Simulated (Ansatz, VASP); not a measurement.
## Y in VASP and in Ansatz

The input POSCAR:

```
Y
1.0
    3.6808463851      0.0000000000      0.0000000000
   -1.8404231926      3.1877064770      0.0000000000
    0.0000000000      0.0000000000      5.7206466204
Y
2
Direct
    0.3333333333      0.6666666667      0.2500000000
    0.6666666667      0.3333333333      0.7500000000
```

File INCAR.step1:

```
SYSTEM = Y
PREC = Accurate
ENCUT = 520
ISMEAR = 1
SIGMA = 0.1
LREAL = .FALSE.
LASPH = .TRUE.
NELM = 100
NBANDS = 18
GGA = PE
ALGO = Normal
EDIFF = 1E-4
LWAVE = .TRUE.
LCHARG = .FALSE.
```

The input INCAR.step2:

```
SYSTEM = Y
PREC = Accurate
ENCUT = 520
EDIFF = 1E-6
ISMEAR = 1
SIGMA = 0.1
LREAL = .FALSE.
LASPH = .TRUE.
NELM = 100
ALGO = Normal
ISIF = 2
LWAVE = .FALSE.
LCHARG = .FALSE.
METAGGA = R2SCAN
LMIXTAU = .TRUE.
NBANDS = 18
ISTART = 1
```

KPOINTS

```
regular mesh
0
G
  10 10 6
  0 0 0
```

Input for Ansatz:

```yaml
crystal:
  lattice:
    - [3.6808463851, 0.0, 0.0]
    - [-1.8404231926, 3.187706477, 0.0]
    - [0.0, 0.0, 5.7206466204]
  atoms:
    - { symbol: "Y", position: [0.3333333333, 0.6666666667, 0.25] }
    - { symbol: "Y", position: [0.6666666667, 0.3333333333, 0.75] }
hamiltonian:
  xc: r2scan
  pseudopotentials:
    kind: paw
    azcp:
      "Y": "pseudopotentials/Y.paw.azcp"
basis:
  ecutwfc: 500
  fft_grid_basis: typed
kpoints:
  mp_grid: { grid: [10, 10, 6], shift: [0, 0, 0] }
magnetization:
  spin_polarized: false
scf:
  occupations: { method: methfessel_paxton, width: 0.1 }
  lower_state_search: "off"
output:
  stress: true
```

Alike in both runs: task single point; functional r2SCAN; k mesh 10 × 10 × 6; occupations methfessel-paxton of order 1, width 0.1 eV; no spin polarisation.

```csv
,VASP,Ansatz
version,VASP 6.6.1,Ansatz 0.2.0
potentials or method,"VASP PAW PBE potentials, release 64 (Y_sv), cutoff 520 eV","plane waves (500 eV) with PAW, scalar-relativistic"
valence electrons in the cell,22,22
```

```csv
,VASP,Ansatz,Ansatz less VASP
pressure (GPa),-0.2,-0.3,-0.03
"traceless stress, the component that is largest in VASP (GPa)",-0.40,-0.42,-0.016
```

VASP's potentials were made for PBE, not for r2SCAN.
